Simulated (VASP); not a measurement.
## ScIn3N2: single point with PBE

The system is ScIn3N2.

```
CELL_PARAMETERS angstrom
1.65274 -2.86263 0.00000
-4.95823 -2.86263 0.00000
0.00000 0.00000 -11.31684
ATOMIC_POSITIONS crystal
Sc 0.50000 0.50000 0.00000
Sc 0.00000 0.00000 0.00000
In 0.00000 0.66667 0.76554
In 0.50000 0.16667 0.76554
In 0.50000 0.83333 0.23446
In 0.00000 0.33333 0.23446
In 0.50000 0.50000 0.50000
In 0.00000 0.00000 0.50000
N 0.00000 0.66667 0.10852
N 0.50000 0.16667 0.10852
N 0.50000 0.83333 0.89148
N 0.00000 0.33333 0.89148
```

| Item | Value |
| --- | --- |
| Program | VASP 6.6.1 |
| Task | single point |
| Functional | PBE |
| Potentials or basis | VASP PAW PBE potentials, release 64 (Sc_sv, In_d, N) |
| Cutoff | 520 eV |
| k mesh | 6 × 4 × 2 |
| Occupations | gaussian, width 0.2 eV |
| Spin | no spin polarisation |

```yaml
Pressure: 0.2 GPa
Largest_force: 0.049 eV/Å
Band_gap_on_the_k_mesh: zero (bands 60 and 61 overlap by 0.33 eV)
```

Forces in eV/Å, atoms in the order of the input:
```
Sc   0.000  0.000  0.000
Sc   0.000  0.000  0.000
In   0.018  0.010  0.045
In   0.018  0.010  0.045
In  -0.018 -0.010 -0.045
In  -0.018 -0.010 -0.045
In   0.000  0.000  0.000
In   0.000  0.000  0.000
N    0.004  0.002 -0.016
N    0.004  0.002 -0.016
N   -0.004 -0.002  0.016
N   -0.004 -0.002  0.016
```

Stress tensor (GPa, compression positive):
```
 0.22 -0.04 -0.13
-0.04  0.27 -0.07
-0.13 -0.07  0.05
```

Levels at points of the mesh, in eV from the Fermi level:
| k point | band 56 | band 57 | band 58 | band 59 | band 60 | band 61 | band 62 | band 63 | band 64 | band 65 |
| --- | --- | --- | --- | --- | --- | --- | --- | --- | --- | --- |
| (0.00, 0.00, 0.00) | -1.91 | -1.90 | -0.89 | -0.89 | -0.67 | -0.34 | 1.63 | 1.74 | 2.20 | 2.24 |
| (0.50, 0.00, 0.00) | -2.32 | -1.26 | -1.26 | -0.08 | -0.08 | 0.78 | 0.78 | 1.31 | 1.31 | 2.57 |
| (0.00, 0.50, 0.00) | -1.59 | -1.25 | -1.25 | -0.69 | -0.69 | 2.03 | 2.03 | 2.28 | 2.28 | 3.16 |
| (0.50, 0.50, 0.00) | -2.21 | -1.91 | -1.91 | -0.67 | -0.67 | -0.35 | -0.35 | 1.63 | 1.63 | 1.74 |
| (0.00, 0.00, 0.50) | -1.91 | -0.89 | -0.89 | -0.40 | -0.15 | 0.16 | 1.09 | 1.34 | 1.61 | 1.85 |
| (0.50, 0.00, 0.50) | -2.32 | -0.97 | -0.97 | -0.23 | -0.23 | 0.71 | 0.71 | 1.29 | 1.29 | 2.24 |
| (0.00, 0.50, 0.50) | -2.29 | -1.59 | -1.59 | -0.45 | -0.45 | 2.09 | 2.09 | 2.51 | 2.51 | 3.06 |
| (0.50, 0.50, 0.50) | -2.68 | -1.90 | -1.90 | -0.40 | -0.40 | 0.16 | 0.16 | 1.35 | 1.35 | 1.61 |

Wall time 19 min on 1 thread of Intel Xeon 8259CL (shared host), peak memory 0.51 GiB.

Caveat: spin-orbit coupling is left out, which moves the levels of the heavy elements.
